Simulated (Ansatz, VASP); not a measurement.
# One calculation of As3Ru, two programs

INCAR

```
ALGO = Normal
EDIFF = 1E-6
ENCUT = 520
GGA = PE
ISIF = 2
ISMEAR = 0
LASPH = T
LCHARG = F
LREAL = F
LWAVE = F
NBANDS = 22
NELM = 80
PREC = Accurate
SIGMA = 0.1
```

KPOINTS

```
k-points
0
Gamma
  4 4 4
```

POSCAR

```
As3Ru
1.0
    4.6347290400      0.0000000000      0.0000000000
    0.0000000000      4.6347290400      0.0000000000
    0.0000000000      0.0000000000      4.6347290400
As Ru
3 1
Direct
    0.0000000000      0.5000000000      0.5000000000
    0.5000000000      0.0000000000      0.5000000000
    0.5000000000      0.5000000000      0.0000000000
    0.5000000000      0.5000000000      0.5000000000
```

Input for Ansatz:

```yaml
crystal:
  lattice:
    - [4.63472904, 0.0, 0.0]
    - [0.0, 4.63472904, 0.0]
    - [0.0, 0.0, 4.63472904]
  atoms:
    - { symbol: As, position: [0.0, 0.5, 0.5] }
    - { symbol: As, position: [0.5, 0.0, 0.5] }
    - { symbol: As, position: [0.5, 0.5, 0.0] }
    - { symbol: Ru, position: [0.5, 0.5, 0.5] }
basis:
  ecutwfc: 420
kpoints:
  mp_grid: { grid: [4, 4, 4] }
hamiltonian:
  xc: pbe
scf:
  occupations: { method: gaussian, width: 0.1 }
  lower_state_search: "off"
output:
  forces: true
  stress: true
  eigenvalues: true
```

Alike in both runs: task single point; functional PBE; k mesh 4 × 4 × 4; occupations gaussian, width 0.1 eV; no spin polarisation.

```csv
,VASP,Ansatz
version,VASP 6.6.1,Ansatz 0.2.0
potentials or method,"VASP PAW PBE potentials, release 64 (As, Ru_pv), cutoff 520 eV","scalar-relativistic, plane waves, PAW"
valence electrons in the cell,29,61
```

VASP gave:

| Quantity | Value |
| --- | --- |
| gap on the k mesh at the Fermi level (eV) | none |
| pressure (GPa) | 11.3 |

Task: What did Ansatz give for the same quantities?

Result: gap on the k mesh at the Fermi level (eV): none; pressure (GPa): 11.2.

A gap of «none» marks a metal or a gap that the smearing closes. VASP's potentials hold 29 valence electrons a cell and Ansatz's 61, so a difference there can come from the potentials and not from the codes.
